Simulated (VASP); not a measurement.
# MoS2 (R3m) in VASP: a series of runs

The runs below take MoS2 through single point, with PBE.

All numbers are computed with VASP 6.6.1; they aren't measurements. Logs are shortened: lines on timing, memory, paths and dates and some standing lists are left out, and cuts for length are marked.

## 1. The cell of the first run

It takes space group R3m (No. 160, trigonal). The conventional cell has a = 3.160 Å, b = 3.160 Å, c = 18.450 Å, α = 90.00°, β = 90.00°, γ = 120.00°. Mo (site symmetry 3m) has 6 S at 2.39 Å and 6 Mo at 3.16 Å within 3.2 Å. Within 3.2 Å of S (site symmetry 3m) lie 3 Mo at 2.39 Å and 7 S at 3.08 to 3.16 Å. S (site symmetry 3m) has 3 Mo at 2.39 Å and 7 S at 3.08 to 3.16 Å within 3.2 Å.

## 2. Single point, PBE

Contents of INCAR:

```
SYSTEM = MoS2
PREC     = Accurate       ! precision mode
ENCUT    = 500            ! plane-wave cutoff, eV
EDIFF    = 1E-6           ! SCF threshold, eV
ISMEAR   = -1             ! smearing method
SIGMA    = 0.1            ! smearing width, eV
LREAL    = .False.        ! projectors in reciprocal space
LASPH    = .True.         ! aspherical terms in the spheres
NELM     = 120            ! most SCF steps
ALGO     = Normal         ! electronic algorithm
ISIF     = 2              ! what is computed and relaxed
LWAVE    = .False.        ! write WAVECAR
LCHARG   = .True.         ! write CHGCAR
GGA      = PE             ! functional
LELF     = .True.         ! ELF
LVHAR    = .True.       
NBANDS   = 20             ! bands
GGA_COMPAT= .False.
```

Contents of KPOINTS:

```
Automatic mesh
0
Gamma
  9 9 9
  0 0 0
```

Contents of POSCAR:

```
MoS2
1.0
    1.5800000000      0.9122134253      6.1500000000
   -1.5800000000      0.9122134253      6.1500000000
    0.0000000000     -1.8244268506      6.1500000000
Mo S
1 2
Direct
    0.0000000000      0.0000000000      0.0000000000
    0.2500000000      0.2500000000      0.2500000000
    0.4170003333      0.4170003333      0.4170003333
```

Potentials or basis: VASP PAW PBE potentials, release 64 (Mo_sv, S).

Command:

```
$ cat potpaw_PBE.64/Mo_sv/POTCAR potpaw_PBE.64/S/POTCAR > POTCAR
$ mpirun -np 1 vasp_std > vasp.out
```

OUTCAR:

```text
SYSTEM = MoS2
   PREC = Accurate
   ENCUT = 500
   EDIFF = 1E-6
   ISMEAR = -1
   LREAL = .False.
   LASPH = .True.
   NELM = 120
   ISIF = 2
   GGA = PE

 ion  position               nearest neighbor table
   1  0.000  0.000  0.000-   2 2.39   2 2.39   2 2.39   3 2.39   3 2.39   3 2.39
   2  0.250  0.250  0.250-   1 2.39   1 2.39   1 2.39
   3  0.417  0.417  0.417-   1 2.39   1 2.39   1 2.39

  LATTYP: Found a trigonal (rhomboedric) cell.
 ALAT       =     6.4149071181
 COS(alpha) =     0.8786713335

  Lattice vectors:

 A1 = (   1.5800000000,   0.9122134253,   6.1500000000)
 A2 = (  -1.5800000000,   0.9122134253,   6.1500000000)
 A3 = (   0.0000000000,  -1.8244268506,   6.1500000000)

Analysis of symmetry for initial positions (statically):
=====================================================================
 Subroutine PRICEL returns:
 Original cell was already a primitive cell.

 Routine SETGRP: Setting up the symmetry group for a
 trigonal (rhombohedral) supercell.

 Subroutine GETGRP returns: Found  6 space group operations
 (whereof  6 operations were pure point group operations)
 out of a pool of 12 trial point group operations.

The static configuration has the point symmetry C_3v.

Analysis of symmetry for dynamics (positions and initial velocities):
=====================================================================
 Subroutine PRICEL returns:
 Original cell was already a primitive cell.

 Routine SETGRP: Setting up the symmetry group for a
 trigonal (rhombohedral) supercell.

 Subroutine GETGRP returns: Found  6 space group operations
 (whereof  6 operations were pure point group operations)
 out of a pool of 12 trial point group operations.

The dynamic configuration has the point symmetry C_3v.

 Subroutine INISYM returns: Found  6 space group operations
 (whereof  6 operations are pure point group operations),
 and found     1 'primitive' translations

----------------------------------------------------------------------------------------

                                     Primitive cell

  volume of cell :      53.1839

  direct lattice vectors                    reciprocal lattice vectors
     1.580000000  0.912213425  6.150000000     0.316455696  0.182705781  0.054200542
    -1.580000000  0.912213425  6.150000000    -0.316455696  0.182705781  0.054200542
     0.000000000 -1.824426851  6.150000000     0.000000000 -0.365411563  0.054200542

  length of vectors
     6.414907118  6.414907118  6.414907118     0.369409406  0.369409406  0.369409406

  position of ions in fractional coordinates (direct lattice)
     0.000000000  0.000000000  0.000000000
     0.250000000  0.250000000  0.250000000
     0.417000333  0.417000333  0.417000333

  ion indices of the primitive-cell ions
   primitive index   ion index
                 1           1
                 2           2
                 3           3

----------------------------------------------------------------------------------------

 KPOINTS: Automatic mesh

Automatic generation of k-mesh.
 Grid dimensions read from file:
 generate k-points for:    9    9    9

 Generating k-lattice:

  Cartesian coordinates                     Fractional coordinates (reciprocal lattice)
     0.035161744  0.020300642  0.006022282     0.111111111  0.000000000  0.000000000
    -0.035161744  0.020300642  0.006022282     0.000000000  0.111111111  0.000000000
     0.000000000 -0.040601285  0.006022282     0.000000000  0.000000000  0.111111111

  Length of vectors
     0.041045490  0.041045490  0.041045490

  Shift w.r.t. Gamma in fractional coordinates (k-lattice)
     0.000000000  0.000000000  0.000000000

 Subroutine IBZKPT returns following result:
 ===========================================

 Found     85 irreducible k-points:

 Following reciprocal coordinates:
            Coordinates               Weight
  0.000000  0.000000  0.000000      1.000000
  0.111111  0.000000 -0.000000      6.000000
  0.222222 -0.000000 -0.000000      6.000000
  0.333333  0.000000 -0.000000      6.000000
  0.444444 -0.000000 -0.000000      6.000000
  0.111111  0.111111 -0.000000      6.000000
[... 16 lines left out ...]
 -0.333333  0.333333  0.000000      6.000000
  0.444444  0.444444 -0.000000      6.000000
 [... further k-points ...]
   k-points           NKPTS =     85   k-points in BZ     NKDIM =     85   number of bands    NBANDS=     20
   number of dos      NEDOS =    301   number of ions     NIONS =      3
   total plane-waves  NPLWV = 110592
   dimension x,y,z NGX =    48 NGY =   48 NGZ =   48
   dimension x,y,z NGXF=    96 NGYF=   96 NGZF=   96
   ions per type =               1   2
   NGX,Y,Z   is equivalent  to a cutoff of  12.44, 12.44, 12.44 a.u.
   NGXF,Y,Z  is equivalent  to a cutoff of  24.88, 24.88, 24.88 a.u.
 SYSTEM =  MoS2
   PREC   = accura    normal or accurate (medium, high low for compatibility)
   ISTART =      0    job   : 0-new  1-cont  2-samecut
   ICHARG =      2    charge: 1-file 2-atom 10-const
   ISPIN  =      1    spin polarized calculation?
   LNONCOLLINEAR =      F non collinear calculations
   LSORBIT =      F    spin-orbit coupling
   LASPH  =      T    aspherical Exc in radial PAW
   ENCUT  =  500.0 eV  36.75 Ry    6.06 a.u.  11.70 11.70 11.70*2*pi/ulx,y,z
   NELM   =    120;   NELMIN=  2; NELMDL= -5     # of ELM steps
   EDIFF  = 0.1E-05   stopping-criterion for ELM
   LREAL  =      F    real-space projection
   EDIFFG = 0.1E-04   stopping-criterion for IOM
   NSW    =      0    number of steps for IOM
   IBRION =     -1    ionic relax: 0-MD 1-quasi-New 2-CG
   NFREE  =      0    steps in history (QN), initial steepest desc. (CG)
   ISIF   =      2    stress and relaxation
   ISYM   =      2    0-nonsym 1-usesym 2-fastsym
   POTIM  = 0.5000    time-step for ionic-motion
   TEBEG  =    0.0;   TEEND  =   0.0 temperature during run
   PSTRESS=    0.0 pullay stress
   NELECT =      26.0000    total number of electrons
   NUPDOWN=      -1.0000    fix difference up-down
   EMIN   =  10.00;   EMAX   =-10.00  energy-range for DOS
   EFERMI =   0.00;   METHOD = LEGACY
   ISMEAR =    -1;   SIGMA  =   0.10  broadening in eV -4-tet -1-fermi 0-gaus
   EFERMI_NEDOS =   21; number of points for ismear=-14 and -15
   IALGO  =     38    algorithm
   IMIX   =      4    mixing-type and parameters
     AMIX     =   0.40;   BMIX     =  1.00
     AMIX_MAG =   1.60;   BMIX_MAG =  1.00
  volume/ion in A,a.u.               =      17.73       119.63
  Fermi-wavevector in a.u.,A,eV,Ry     =   1.289652  2.437089 22.629252  1.663203
  Thomas-Fermi vector in A             =   2.421532
   LORBIT       =      0    0 simple, 1 ext, 2 COOP (PROOUT), +10 PAW based schemes
   GGA     = PE    functional components
   LHFCALC =     F    Hartree Fock is set to
   AEXX    =    0.0000 exact exchange contribution
   IVDW    =     0    specifies the selected vdW correction
   LEPSILON=     F    determine dielectric tensor
   LRPA    =     F    only Hartree local field effects (RPA)
 non-spin polarized calculation
  energy-cutoff  :      500.00
  volume of cell :       53.18
 maximum number of plane-waves:      1364
   NGX = 23   NGY = 23   NGZ = 23

 number of electron      25.9999998 magnetization

 Free energy of the ion-electron system (eV)
  ---------------------------------------------------
  ext. energy  EPLUGINS =         0.00000000
  ---------------------------------------------------
  free energy    TOTEN  =       -21.78938194 eV

  energy without entropy =      -21.78902614  energy(sigma->0) =      -21.78920404

 E-fermi :   7.9970     XC(G=0): -10.8263

 val. band max:        7.6423973857   @ k =   0.4444   0.4444   0.4444
 cond. band min:       8.5964251719   @ k =  -0.2222   0.4444   0.1111
 fundamental gap:      0.9540277861
 Fermi energy:         7.9969958868

 k-point     1 :       0.0000    0.0000    0.0000
  band No.  band energies     occupation
      1     -53.9096      2.00000
      2     -28.0757      2.00000
      3     -27.8479      2.00000
      4     -27.8479      2.00000
      5      -7.4611      2.00000
      6      -5.7413      2.00000
[... 12 lines left out ...]
     19      15.7986      0.00000
     20      16.1582      0.00000

 k-point     2 :       0.1111    0.0000   -0.0000
  band No.  band energies     occupation
      1     -53.9048      2.00000
      2     -28.0660      2.00000
      3     -27.8967      2.00000
      4     -27.8589      2.00000
      5      -7.2698      2.00000
      6      -5.6838      2.00000
[... 12 lines left out ...]
     19      16.2089      0.00000
     20      16.5596      0.00000

 k-point     3 :       0.2222   -0.0000   -0.0000
  band No.  band energies     occupation
      1     -53.8924      2.00000
      2     -28.0415      2.00000
      3     -28.0186      2.00000
      4     -27.8868      2.00000
      5      -6.7480      2.00000
      6      -5.5271      2.00000
[... 12 lines left out ...]
     19      16.1784      0.00000
     20      16.7818      0.00000

 k-point     4 :       0.3333    0.0000   -0.0000
  band No.  band energies     occupation
      1     -53.8783      2.00000
      2     -28.1545      2.00000
      3     -28.0135      2.00000
      4     -27.9183      2.00000
      5      -6.0610      2.00000
      6      -5.3259      2.00000
[... 12 lines left out ...]
     19      15.0893      0.00000
     20      15.4951      0.00000

 k-point     5 :       0.4444   -0.0000   -0.0000
  band No.  band energies     occupation
      1     -53.8691      2.00000
      2     -28.2417      2.00000
      3     -27.9951      2.00000
      4     -27.9387      2.00000
      5      -5.5230      2.00000
      6      -5.1816      2.00000
[... 12 lines left out ...]
     19      14.5302      0.00000
     20      15.1281      0.00000

 k-point     6 :       0.1111    0.1111   -0.0000
  band No.  band energies     occupation
      1     -53.9048      2.00000
      2     -28.0660      2.00000
      3     -27.8967      2.00000
      4     -27.8589      2.00000
      5      -7.2621      2.00000
      6      -5.6980      2.00000
[... 12 lines left out ...]
     19      16.2497      0.00000
     20      16.5790      0.00000

 k-point     7 :       0.2222    0.1111    0.0000
  band No.  band energies     occupation
      1     -53.8962      2.00000
      2     -28.0489      2.00000
      3     -27.9777      2.00000
      4     -27.8827      2.00000
      5      -6.8981      2.00000
      6      -5.6000      2.00000
[... 12 lines left out ...]
     19      16.3453      0.00000
     20      16.8365      0.00000
[... 277 lines left out ...]
 k-point    20 :       0.3333    0.3333    0.0000
  band No.  band energies     occupation
      1     -53.8783      2.00000
      2     -28.1545      2.00000
      3     -28.0135      2.00000
      4     -27.9183      2.00000
      5      -6.0064      2.00000
      6      -5.3994      2.00000
[... 12 lines left out ...]
     19      15.2916      0.00000
     20      16.0331      0.00000

 k-point    21 :       0.4444    0.3333   -0.0000
  band No.  band energies     occupation
      1     -53.8713      2.00000
      2     -28.1987      2.00000
      3     -27.9995      2.00000
      4     -27.9577      2.00000
      5      -5.6075      2.00000
      6      -5.2802      2.00000
[... 12 lines left out ...]
     19      15.2063      0.00000
     20      16.2689      0.00000

 k-point    22 :      -0.4444    0.3333    0.0000
  band No.  band energies     occupation
      1     -53.8651      2.00000
      2     -28.1938      2.00000
      3     -28.0371      2.00000
      4     -27.9871      2.00000
      5      -5.2455      2.00000
      6      -5.1343      2.00000
[... 12 lines left out ...]
     19      15.2045      0.00000
     20      16.2018      0.00000

 k-point    23 :      -0.3333    0.3333    0.0000
  band No.  band energies     occupation
      1     -53.8626      2.00000
      2     -28.1548      2.00000
      3     -28.1058      2.00000
      4     -27.9823      2.00000
      5      -5.1148      2.00000
      6      -5.0491      2.00000
[... 12 lines left out ...]
     19      15.1821      0.00000
     20      16.7385      0.00000

 k-point    24 :       0.4444    0.4444   -0.0000
  band No.  band energies     occupation
      1     -53.8691      2.00000
      2     -28.2417      2.00000
      3     -27.9951      2.00000
      4     -27.9387      2.00000
      5      -5.4447      2.00000
      6      -5.2745      2.00000
[... 12 lines left out ...]
     19      14.7372      0.00000
     20      15.8039      0.00000

 [... further k-points ...]
[... 5 lines left out ...]
  --------------------------------------------------------------------------------------
  -------------------------------------------------------------------------------------
  Total        1.4731636      1.4731636      2.2473997      0.0000000      0.0000000      0.0000000
  in kB       44.3794215     44.3794215     67.7034779      0.0000000      0.0000000      0.0000000
  external PRESSURE =      52.1541070 kB  Pullay stress =       0.0000000 kB

 VOLUME and BASIS-vectors are now :
 -----------------------------------------------------------------------------
  energy-cutoff  :      500.00
  volume of cell :       53.18
      direct lattice vectors                 reciprocal lattice vectors
     1.580000000  0.912213425  6.150000000     0.316455696  0.182705781  0.054200542
    -1.580000000  0.912213425  6.150000000    -0.316455696  0.182705781  0.054200542
     0.000000000 -1.824426851  6.150000000     0.000000000 -0.365411563  0.054200542

 POSITION                                       TOTAL-FORCE (eV/Angst)
 -----------------------------------------------------------------------------------
      0.00000      0.00000      0.00000         0.000000     -0.000000      0.086691
      0.00000      0.00000      4.61250         0.000000      0.000000     -0.506345
      0.00000      0.00000      7.69366         0.000000      0.000000      0.419653
 -----------------------------------------------------------------------------------
    total drift:                               -0.000000     -0.000000      0.000070

  FREE ENERGIE OF THE ION-ELECTRON SYSTEM (eV)
  ---------------------------------------------------
  free  energy   TOTEN  =       -21.7893819390 eV

  energy  without entropy=      -21.7890261358  energy(sigma->0) =      -21.78920404
```

It took 3.9 min on 1 thread of Intel Xeon Platinum 8259CL at 2.50GHz (Skylake/Cascade Lake), shared host; peak memory 0.35 GiB.

What came out:

```yaml
Free_energy: -21.7894 eV
Pressure: 5.2 GPa
Largest_force: 0.506 eV/Å
Band_gap_on_the_k_mesh: 0.95 eV (least direct gap 1.71 eV)
```

Forces in eV/Å, atoms in the order of the input:
```
Mo   0.000  0.000  0.087
S    0.000  0.000 -0.506
S    0.000  0.000  0.420
```

Stress tensor (GPa, compression positive):
```
4.44 0.00 0.00
0.00 4.44 0.00
0.00 0.00 6.77
```

Levels at points of the mesh, in eV from the valence-band top:
```
           k point  band 11  band 12  band 13  band 14  band 15  band 16
(0.00, 0.00, 0.00)    -2.32    -1.26    -1.15     2.04     2.04     2.46
```

Caveat: the cell stands under pressure; an odd mesh through Γ misses points on the zone boundary, where band edges can lie.

## 3. Single point, PBE, non-collinear spin, zero start, spin-orbit coupling

Contents of INCAR:

```
PREC = Accurate ; ENCUT = 500
EDIFF = 1E-6 ; ISMEAR = -1
SIGMA = 0.1 ; LREAL = False
LASPH = True ; NELM = 200
ALGO = Normal ; ISIF = 2
LWAVE = False ; LCHARG = False
LNONCOLLINEAR = True ; MAGMOM = 0 0 0 0 0 0 0 0 0
LORBIT = 11 ; LSORBIT = True
GGA_COMPAT = False ; LORBMOM = True
LMAXMIX = 4 ; GGA = PE
NBANDS = 39
```

Contents of KPOINTS:

```
Automatic mesh
0
Gamma
  9 9 9
```

POSCAR is that of step 2.

Potentials or basis: VASP PAW PBE potentials, release 64 (Mo_sv, S).

Command:

```
$ cat potpaw_PBE.64/Mo_sv/POTCAR potpaw_PBE.64/S/POTCAR > POTCAR
$ mpirun -np 1 vasp_ncl > vasp.out
```

Wall time 42 min (1 thread of Intel Xeon Platinum 8259CL at 2.50GHz (Skylake/Cascade Lake), shared host); peak memory 0.99 GiB.

The run converged. Its results:

```yaml
Free_energy: -21.8876 eV
Pressure: 5.2 GPa
Largest_force: 0.509 eV/Å
Net_moment: 0.00 μB per cell
Valence_electrons_inside_the_program's_atomic_spheres: Mo 12.51; S 3.72, 3.71
```

Forces in eV/Å, atoms in the order of the input:
```
Mo   0.000  0.000  0.087
S    0.000  0.000 -0.509
S    0.000  0.000  0.422
```

Stress tensor (GPa, compression positive):
```
4.45 0.00 0.00
0.00 4.45 0.00
0.00 0.00 6.78
```

Moments on the atoms (μB; x, y, z):
```
Mo  0.00 0.00 0.00
S   0.00 0.00 0.00
S   0.00 0.00 0.00
```

Caveat: the cell stands under pressure.
